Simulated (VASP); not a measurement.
# Ga3Se (Pm-3m) in VASP: notebook, part 2 of 2

VASP 6.6.1.

### 4 Single point, PBEsol

File INCAR:

```
SYSTEM = Ga3Se
PREC = Accurate ; ENCUT = 520
EDIFF = 1E-7 ; ISMEAR = 0
SIGMA = 0.1 ; LREAL = .FALSE.
LASPH = .TRUE. ; NELM = 80
ALGO = Normal ; ISIF = 2
LWAVE = .FALSE. ; LCHARG = .FALSE.
GGA = PS ; NBANDS = 30
```

File KPOINTS:

```
Automatic mesh
0
G
  14 14 14
  0 0 0
```

File POSCAR:

```
Ga3Se
1.0
    4.4324650000      0.0000000000      0.0000000000
    0.0000000000      4.4324650000      0.0000000000
    0.0000000000      0.0000000000      4.4324650000
Ga Se
3 1
Direct
    0.0000000000      0.5000000000      0.5000000000
    0.5000000000      0.0000000000      0.5000000000
    0.5000000000      0.5000000000      0.0000000000
    0.0000000000      0.0000000000      0.0000000000
```

Potentials or basis: VASP PAW PBE potentials, release 64 (Ga_d, Se).

Launch:

```
$ cat potpaw_PBE.64/Ga_d/POTCAR potpaw_PBE.64/Se/POTCAR > POTCAR
$ mpirun -np 1 vasp_std > vasp.out
```

OUTCAR:

```text
SYSTEM = Ga3Se
   PREC = Accurate
   ENCUT = 520
   EDIFF = 1E-7
   ISMEAR = 0
   LREAL = .FALSE.
   LASPH = .TRUE.
   NELM = 80
   ISIF = 2
   GGA = PS

 ion  position               nearest neighbor table
   1  0.000  0.500  0.500-
   2  0.500  0.000  0.500-
   3  0.500  0.500  0.000-
   4  0.000  0.000  0.000-

  LATTYP: Found a simple cubic cell.
 ALAT       =     4.4324650000

  Lattice vectors:

 A1 = (   4.4324650000,   0.0000000000,   0.0000000000)
 A2 = (   0.0000000000,   4.4324650000,   0.0000000000)
 A3 = (   0.0000000000,   0.0000000000,   4.4324650000)

Analysis of symmetry for initial positions (statically):
=====================================================================
 Subroutine PRICEL returns:
 Original cell was already a primitive cell.

 Routine SETGRP: Setting up the symmetry group for a
 simple cubic supercell.

 Subroutine GETGRP returns: Found 48 space group operations
[... 9 lines left out ...]

 Routine SETGRP: Setting up the symmetry group for a
 simple cubic supercell.

 Subroutine GETGRP returns: Found 48 space group operations
[... 11 lines left out ...]
                                     Primitive cell

  volume of cell :      87.0835

  direct lattice vectors                    reciprocal lattice vectors
     4.432465000  0.000000000  0.000000000     0.225608098  0.000000000  0.000000000
     0.000000000  4.432465000  0.000000000     0.000000000  0.225608098  0.000000000
     0.000000000  0.000000000  4.432465000     0.000000000  0.000000000  0.225608098

  length of vectors
     4.432465000  4.432465000  4.432465000     0.225608098  0.225608098  0.225608098

  position of ions in fractional coordinates (direct lattice)
     0.000000000  0.500000000  0.500000000
[... 94 lines left out ...]
   NUPDOWN=      -1.0000    fix difference up-down
   EMIN   =  10.00;   EMAX   =-10.00  energy-range for DOS
   EFERMI =   0.00;   METHOD = LEGACY
   ISMEAR =     0;   SIGMA  =   0.10  broadening in eV -4-tet -1-fermi 0-gaus
   EFERMI_NEDOS =   21; number of points for ismear=-14 and -15
   IALGO  =     38    algorithm
   IMIX   =      4    mixing-type and parameters
     AMIX     =   0.40;   BMIX     =  1.00
     AMIX_MAG =   1.60;   BMIX_MAG =  1.00
  volume/ion in A,a.u.               =      21.77       146.92
  Fermi-wavevector in a.u.,A,eV,Ry     =   1.313713  2.482557 23.481488  1.725841
  Thomas-Fermi vector in A             =   2.444016
   LORBIT       =      0    0 simple, 1 ext, 2 COOP (PROOUT), +10 PAW based schemes
   GGA     = PS    functional components
   LHFCALC =     F    Hartree Fock is set to
   AEXX    =    0.0000 exact exchange contribution
   IVDW    =     0    specifies the selected vdW correction
   LEPSILON=     F    determine dielectric tensor
   LRPA    =     F    only Hartree local field effects (RPA)
 non-spin polarized calculation
 Gauss-broadening in eV      SIGMA  =   0.10
  energy-cutoff  :      520.00
  volume of cell :       87.08
 maximum number of plane-waves:      2364
 NGX is ok and might be reduce to    36
   NGX = 17   NGY = 17   NGZ = 17

 number of electron      44.9999944 magnetization

 Free energy of the ion-electron system (eV)
  ---------------------------------------------------
  ext. energy  EPLUGINS =         0.00000000
  ---------------------------------------------------
  free energy    TOTEN  =       -13.94618203 eV

  energy without entropy =      -13.93839392  energy(sigma->0) =      -13.94228798

 E-fermi :   4.4655     XC(G=0): -10.4087

 val. band max:        4.4630267721   @ k =   0.3571   0.2857   0.0714
 cond. band min:       4.4707623182   @ k =   0.4286   0.3571   0.0714
 fundamental gap:      0.0077355461
 Fermi energy:         4.4654975755

 k-point     1 :       0.0000    0.0000    0.0000
  band No.  band energies     occupation
      1     -10.4880      2.00000
      2     -10.4650      2.00000
      3     -10.4650      2.00000
      4     -10.4650      2.00000
      5     -10.4135      2.00000
      6     -10.4135      2.00000
[... 781 lines left out ...]
     29       9.2907      0.00000
     30       9.6117      0.00000

 [... further k-points ...]

------------------------ aborting loop because EDIFF is reached ----------------------------------------

  FORCE on cell =-STRESS in cart. coord.  units (eV):
  Direction    XX          YY          ZZ          XY          YZ          ZX
  --------------------------------------------------------------------------------------
  -------------------------------------------------------------------------------------
  Total       -1.9570246     -1.9570246     -1.9570246     -0.0000000     -0.0000000      0.0000000
  in kB      -36.0056729    -36.0056729    -36.0056729     -0.0000000     -0.0000000      0.0000000
  external PRESSURE =     -36.0056729 kB  Pullay stress =       0.0000000 kB

 VOLUME and BASIS-vectors are now :
 -----------------------------------------------------------------------------
  energy-cutoff  :      520.00
  volume of cell :       87.08
      direct lattice vectors                 reciprocal lattice vectors
     4.432465000  0.000000000  0.000000000     0.225608098  0.000000000  0.000000000
     0.000000000  4.432465000  0.000000000     0.000000000  0.225608098  0.000000000
     0.000000000  0.000000000  4.432465000     0.000000000  0.000000000  0.225608098

 POSITION                                       TOTAL-FORCE (eV/Angst)
 -----------------------------------------------------------------------------------
      0.00000      2.21623      2.21623         0.000000      0.000000      0.000000
      2.21623      0.00000      2.21623         0.000000      0.000000      0.000000
      2.21623      2.21623      0.00000         0.000000      0.000000      0.000000
      0.00000      0.00000      0.00000         0.000000      0.000000      0.000000
 -----------------------------------------------------------------------------------
    total drift:                                0.000000      0.000000      0.000000

  FREE ENERGIE OF THE ION-ELECTRON SYSTEM (eV)
  ---------------------------------------------------
  free  energy   TOTEN  =       -13.9461820295 eV

  energy  without entropy=      -13.9383939227  energy(sigma->0) =      -13.94228798
```

Wall time 1.9 min (1 thread of Intel Xeon 6975P-C (Granite Rapids), shared host); peak memory 0.39 GiB.

Results:

| Quantity | Value |
| --- | --- |
| Free energy | -13.9462 eV |
| Pressure | -3.6 GPa |

Caveat: the PAW data sets were made with another functional, which shifts forces and pressure a little.

### 5 The runs side by side

```tsv
k mesh	smearing	gap on the mesh (eV)	pressure (GPa)
10 × 10 × 10	fermi-dirac 0.01 eV	none	-3.6
12 × 12 × 12	gaussian 0.1 eV	none	-3.6
14 × 14 × 14	gaussian 0.1 eV	none	-3.6
```

Alike in all rows: task single point; level PBEsol; potentials or basis VASP PAW PBE potentials, release 64 (Ga_d, Se); no spin polarisation; cell as given; cutoff (eV) 520.

Every run on the cell as given and a fine mesh finds a metal.

Caveats: the PAW data sets were made with another functional, which shifts forces and pressure a little.

Total energies depend on the potentials used, so only differences within one code and one set of settings carry meaning.
